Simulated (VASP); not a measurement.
# Ge (P-3m1) in VASP: single point with r2SCAN

Aim: the single point of Ge with r2SCAN.

Program: VASP 6.6.1. These are calculated values, not measurements. Logs are shortened: lines on timing, memory, paths and dates and some standing lists are left out, and cuts for length are marked.

### Step 1. The cell of the first run

The structure is trigonal, space group P-3m1 (No. 164). The conventional cell has a = 3.996 Å, b = 3.996 Å, c = 6.603 Å, α = 90.00°, β = 90.00°, γ = 120.00°. Within 3.2 Å of Ge (site symmetry 3m) lie 4 Ge at 2.39 to 2.47 Å. Ge (site symmetry 3m) has 4 Ge at 2.47 to 2.54 Å within 3.3 Å.

### Step 2. Single point, r2SCAN (atoms displaced along a vibrational mode)

File POSCAR:

```
Ge
1.0
    3.9956487014      0.0000000000      0.0000000000
   -1.9978243507      3.4603332800      0.0000000000
    0.0000000000      0.0000000000      6.6027109586
Ge
4
Direct
    0.6666666667      0.3333333333      0.0459429779
    0.3333333333      0.6666666667      0.5800198899
    0.6666666667      0.3333333333      0.4199801101
    0.3333333333      0.6666666667      0.9540570221
```

File INCAR.step1:

```
ALGO = Normal
EDIFF = 1E-4
ENCUT = 520
GGA = PE
ISMEAR = 0
LASPH = True
LCHARG = False
LREAL = False
LWAVE = True
NBANDS = 36
NELM = 60
PREC = Accurate
SIGMA = 0.03
```

File INCAR.step2:

```
ALGO = Normal
EDIFF = 1E-7
ENCUT = 520
ISIF = 2
ISMEAR = 0
ISTART = 1
LASPH = True
LCHARG = False
LMIXTAU = True
LREAL = False
LWAVE = False
METAGGA = R2SCAN
NBANDS = 36
NELM = 60
PREC = Accurate
SIGMA = 0.03
```

File KPOINTS:

```
k-points
0
Gamma
  12 12 6
```

Potentials or basis: VASP PAW PBE potentials, release 64 (Ge_d).

Run with:

```bash
$ cat potpaw_PBE.64/Ge_d/POTCAR > POTCAR
$ cp INCAR.step1 INCAR
$ mpirun -np 1 vasp_std > vasp.out
$ cp INCAR.step2 INCAR
$ mpirun -np 1 vasp_std > vasp.out
```

OUTCAR:

```text
EDIFF = 1E-7
   ENCUT = 520
   ISIF = 2
   ISMEAR = 0
   ISTART = 1
   LASPH = True
   LREAL = False
   METAGGA = R2SCAN
   NELM = 60
   PREC = Accurate

 ion  position               nearest neighbor table
   1  0.667  0.333  0.046-   4 2.39   4 2.39   4 2.39   3 2.47
   2  0.333  0.667  0.580-   4 2.47   3 2.54   3 2.54   3 2.54
   3  0.667  0.333  0.420-   1 2.47   2 2.54   2 2.54   2 2.54
   4  0.333  0.667  0.954-   1 2.39   1 2.39   1 2.39   2 2.47

  LATTYP: Found a hexagonal cell.
 ALAT       =     3.9956487014
 C/A-ratio  =     1.6524753431

  Lattice vectors:

 A1 = (   3.9956487014,   0.0000000000,   0.0000000000)
 A2 = (  -1.9978243507,   3.4603332800,   0.0000000000)
 A3 = (   0.0000000000,   0.0000000000,   6.6027109586)

Analysis of symmetry for initial positions (statically):
=====================================================================
 Subroutine PRICEL returns:
 Original cell was already a primitive cell.

 Routine SETGRP: Setting up the symmetry group for a
 hexagonal supercell.

 Subroutine GETGRP returns: Found 12 space group operations
 (whereof 12 operations were pure point group operations)
 out of a pool of 24 trial point group operations.

The static configuration has the point symmetry D_3d.

Analysis of symmetry for dynamics (positions and initial velocities):
=====================================================================
 Subroutine PRICEL returns:
 Original cell was already a primitive cell.

 Routine SETGRP: Setting up the symmetry group for a
 hexagonal supercell.

 Subroutine GETGRP returns: Found 12 space group operations
 (whereof 12 operations were pure point group operations)
 out of a pool of 24 trial point group operations.

The dynamic configuration has the point symmetry D_3d.

 Subroutine INISYM returns: Found 12 space group operations
 (whereof 12 operations are pure point group operations),
 and found     1 'primitive' translations

----------------------------------------------------------------------------------------

                                     Primitive cell

  volume of cell :      91.2909

  direct lattice vectors                    reciprocal lattice vectors
     3.995648701  0.000000000  0.000000000     0.250272252  0.144494752  0.000000000
    -1.997824351  3.460333280  0.000000000     0.000000000  0.288989505  0.000000000
     0.000000000  0.000000000  6.602710959     0.000000000  0.000000000  0.151452942

  length of vectors
     3.995648701  3.995648701  6.602710959     0.288989505  0.288989505  0.151452942

  position of ions in fractional coordinates (direct lattice)
     0.666666667  0.333333333  0.045942978
     0.333333333  0.666666667  0.580019890
     0.666666667  0.333333333  0.419980110
     0.333333333  0.666666667  0.954057022

  ion indices of the primitive-cell ions
   primitive index   ion index
                 1           1
                 2           2
                 3           3
                 4           4

----------------------------------------------------------------------------------------

 KPOINTS: k-points

Automatic generation of k-mesh.
 Grid dimensions read from file:
 generate k-points for:   12   12    6

 Generating k-lattice:

  Cartesian coordinates                     Fractional coordinates (reciprocal lattice)
     0.020856021  0.012041229  0.000000000     0.083333333 -0.000000000  0.000000000
     0.000000000  0.024082459  0.000000000     0.000000000  0.083333333  0.000000000
     0.000000000  0.000000000  0.025242157     0.000000000  0.000000000  0.166666667

  Length of vectors
     0.024082459  0.024082459  0.025242157

  Shift w.r.t. Gamma in fractional coordinates (k-lattice)
     0.000000000  0.000000000  0.000000000

 Subroutine IBZKPT returns following result:
 ===========================================

 Found    100 irreducible k-points:

 Following reciprocal coordinates:
            Coordinates               Weight
  0.000000  0.000000  0.000000      1.000000
  0.083333  0.000000  0.000000      6.000000
  0.166667  0.000000  0.000000      6.000000
  0.250000  0.000000  0.000000      6.000000
  0.333333  0.000000  0.000000      6.000000
  0.416667  0.000000  0.000000      6.000000
[... 16 lines left out ...]
  0.166667  0.000000  0.166667      6.000000
  0.000000  0.166667  0.166667      6.000000
 [... further k-points ...]
   k-points           NKPTS =    100   k-points in BZ     NKDIM =    100   number of bands    NBANDS=     36
   number of dos      NEDOS =    301   number of ions     NIONS =      4
   total plane-waves  NPLWV =  45000
   dimension x,y,z NGX =    30 NGY =   30 NGZ =   50
   dimension x,y,z NGXF=    60 NGYF=   60 NGZF=  100
   ions per type =               4
   NGX,Y,Z   is equivalent  to a cutoff of  12.48, 12.48, 12.59 a.u.
   NGXF,Y,Z  is equivalent  to a cutoff of  24.96, 24.96, 25.18 a.u.
 SYSTEM =  unknown system
   PREC   = accura    normal or accurate (medium, high low for compatibility)
   ISTART =      1    job   : 0-new  1-cont  2-samecut
   ICHARG =      0    charge: 1-file 2-atom 10-const
   ISPIN  =      1    spin polarized calculation?
   LNONCOLLINEAR =      F non collinear calculations
   LSORBIT =      F    spin-orbit coupling
   LASPH  =      T    aspherical Exc in radial PAW
   ENCUT  =  520.0 eV  38.22 Ry    6.18 a.u.   7.43  7.43 12.28*2*pi/ulx,y,z
   NELM   =     60;   NELMIN=  2; NELMDL=  0     # of ELM steps
   EDIFF  = 0.1E-06   stopping-criterion for ELM
   LREAL  =      F    real-space projection
   EDIFFG = 0.1E-05   stopping-criterion for IOM
   NSW    =      0    number of steps for IOM
   IBRION =     -1    ionic relax: 0-MD 1-quasi-New 2-CG
   NFREE  =      0    steps in history (QN), initial steepest desc. (CG)
   ISIF   =      2    stress and relaxation
   ISYM   =      2    0-nonsym 1-usesym 2-fastsym
   POTIM  = 0.5000    time-step for ionic-motion
   TEBEG  =    0.0;   TEEND  =   0.0 temperature during run
   PSTRESS=    0.0 pullay stress
   NELECT =      56.0000    total number of electrons
   NUPDOWN=      -1.0000    fix difference up-down
   EMIN   =  10.00;   EMAX   =-10.00  energy-range for DOS
   EFERMI =   0.00;   METHOD = LEGACY
   ISMEAR =     0;   SIGMA  =   0.03  broadening in eV -4-tet -1-fermi 0-gaus
   EFERMI_NEDOS =   21; number of points for ismear=-14 and -15
   IALGO  =     38    algorithm
   IMIX   =      4    mixing-type and parameters
     AMIX     =   0.40;   BMIX     =  1.00
     AMIX_MAG =   1.60;   BMIX_MAG =  1.00
  volume/ion in A,a.u.               =      22.82       154.02
  Fermi-wavevector in a.u.,A,eV,Ry     =   1.391004  2.628616 26.325800  1.934892
  Thomas-Fermi vector in A             =   2.514885
   LORBIT       =      0    0 simple, 1 ext, 2 COOP (PROOUT), +10 PAW based schemes
   METAGGA = R2SCAN    functional components
   LHFCALC =     F    Hartree Fock is set to
   AEXX    =    0.0000 exact exchange contribution
   IVDW    =     0    specifies the selected vdW correction
   LEPSILON=     F    determine dielectric tensor
   LRPA    =     F    only Hartree local field effects (RPA)
 non-spin polarized calculation
 Gauss-broadening in eV      SIGMA  =   0.03
  energy-cutoff  :      520.00
  volume of cell :       91.29
 maximum number of plane-waves:      2491
 NGX is ok and might be reduce to    30
   NGX = 15   NGY = 15   NGZ = 25

 number of electron      56.0000047 magnetization

 Free energy of the ion-electron system (eV)
  ---------------------------------------------------
  ext. energy  EPLUGINS =         0.00000000
  ---------------------------------------------------
  free energy    TOTEN  =       -55.09548661 eV

  energy without entropy =      -55.09520236  energy(sigma->0) =      -55.09534449

 E-fermi :   5.0684     XC(G=0): -10.7826

 val. band max:        5.0680219626   @ k =   0.0833   0.0000   0.0000
 cond. band min:       5.0752327223   @ k =   0.0000   0.0000   0.1667
 fundamental gap:      0.0072107597
 Fermi energy:         5.0684169656

 k-point     1 :       0.0000    0.0000    0.0000
  band No.  band energies     occupation
      1     -21.2055      2.00000
      2     -21.2055      2.00000
      3     -21.1365      2.00000
      4     -21.1364      2.00000
      5     -21.1314      2.00000
      6     -21.0225      2.00000
[... 28 lines left out ...]
     35       9.5758      0.00000
     36      11.4001      0.00000

 k-point     2 :       0.0833    0.0000    0.0000
  band No.  band energies     occupation
      1     -21.2116      2.00000
      2     -21.2108      2.00000
      3     -21.1397      2.00000
      4     -21.1296      2.00000
      5     -21.1240      2.00000
      6     -21.0202      2.00000
[... 28 lines left out ...]
     35       9.8601      0.00000
     36      11.8034      0.00000

 k-point     3 :       0.1667    0.0000    0.0000
  band No.  band energies     occupation
      1     -21.2243      2.00000
      2     -21.2211      2.00000
      3     -21.1477      2.00000
      4     -21.1155      2.00000
      5     -21.1095      2.00000
      6     -21.0144      2.00000
[... 28 lines left out ...]
     35      10.5655      0.00000
     36      11.2319      0.00000
[... 742 lines left out ...]
 k-point    23 :       0.1667    0.0000    0.1667
  band No.  band energies     occupation
      1     -21.2243      2.00000
      2     -21.2211      2.00000
      3     -21.1476      2.00000
      4     -21.1155      2.00000
      5     -21.1097      2.00000
      6     -21.0140      2.00000
[... 28 lines left out ...]
     35      10.4741      0.00000
     36      11.6268      0.00000

 k-point    24 :       0.0000    0.1667    0.1667
  band No.  band energies     occupation
      1     -21.2243      2.00000
      2     -21.2211      2.00000
      3     -21.1477      2.00000
      4     -21.1155      2.00000
      5     -21.1094      2.00000
      6     -21.0143      2.00000
[... 28 lines left out ...]
     35      10.3469      0.00000
     36      11.3360      0.00000

 [... further k-points ...]

------------------------ aborting loop because EDIFF is reached ----------------------------------------

  FORCE on cell =-STRESS in cart. coord.  units (eV):
  Direction    XX          YY          ZZ          XY          YZ          ZX
  --------------------------------------------------------------------------------------
  -------------------------------------------------------------------------------------
  Total        0.5098071      0.5098071     -0.4150316      0.0000000      0.0000000      0.0000000
  in kB        8.9472372      8.9472372     -7.2839039      0.0000000      0.0000000      0.0000000
  external PRESSURE =       3.5368569 kB  Pullay stress =       0.0000000 kB

 VOLUME and BASIS-vectors are now :
 -----------------------------------------------------------------------------
  energy-cutoff  :      520.00
  volume of cell :       91.29
      direct lattice vectors                 reciprocal lattice vectors
     3.995648701  0.000000000  0.000000000     0.250272252  0.144494752  0.000000000
    -1.997824351  3.460333280  0.000000000     0.000000000  0.288989505  0.000000000
     0.000000000  0.000000000  6.602710959     0.000000000  0.000000000  0.151452942

 POSITION                                       TOTAL-FORCE (eV/Angst)
 -----------------------------------------------------------------------------------
      1.99782      1.15344      0.30335         0.000000     -0.000000      1.229877
     -0.00000      2.30689      3.82970        -0.000000      0.000000     -1.533623
      1.99782      1.15344      2.77301         0.000000     -0.000000      1.533623
     -0.00000      2.30689      6.29936        -0.000000      0.000000     -1.229877
 -----------------------------------------------------------------------------------
    total drift:                               -0.000000      0.000000      0.000000

  FREE ENERGIE OF THE ION-ELECTRON SYSTEM (eV)
  ---------------------------------------------------
  free  energy   TOTEN  =       -55.0954866139 eV

  energy  without entropy=      -55.0952023601  energy(sigma->0) =      -55.09534449
```

Run time: 17 min. Hardware: 1 thread of Intel Xeon 6975P-C (Granite Rapids), shared host; peak memory 0.36 GiB.

Results:

```
Free energy            : -55.0955 eV
Pressure               : 0.4 GPa
Largest force          : 1.534 eV/Å
Band gap on the k mesh : zero (bands 28 and 29 overlap by 0.47 eV)
```

Forces in eV/Å, atoms in the order of the input:
```
Ge   0.000  0.000  1.230
Ge   0.000  0.000 -1.534
Ge   0.000  0.000  1.534
Ge   0.000  0.000 -1.230
```

Levels at points of the mesh, in eV from the Fermi level:
```
           k point  band 24  band 25  band 26  band 27  band 28  band 29  band 30  band 31  band 32  band 33
(0.00, 0.00, 0.00)    -2.16    -2.16    -0.54    -0.43     0.17     0.17     0.18     2.06     2.06     2.97
(0.50, 0.00, 0.00)    -7.20    -4.97    -3.82    -3.20    -1.47     0.24     1.76     3.49     3.61     4.38
(0.00, 0.00, 0.50)    -5.18    -1.95    -1.95    -0.44    -0.44    -0.26     1.62     2.93     2.93     3.62
(0.50, 0.00, 0.50)    -7.95    -3.59    -3.04    -2.76    -2.03     0.21     0.49     1.58     2.62     5.76
```

Caveat: the cell differs from its parent crystal (atoms displaced along a vibrational mode); semilocal functionals underestimate gaps, and a narrow one can read as zero; the PAW data sets were made with another functional, which shifts forces and pressure a little.
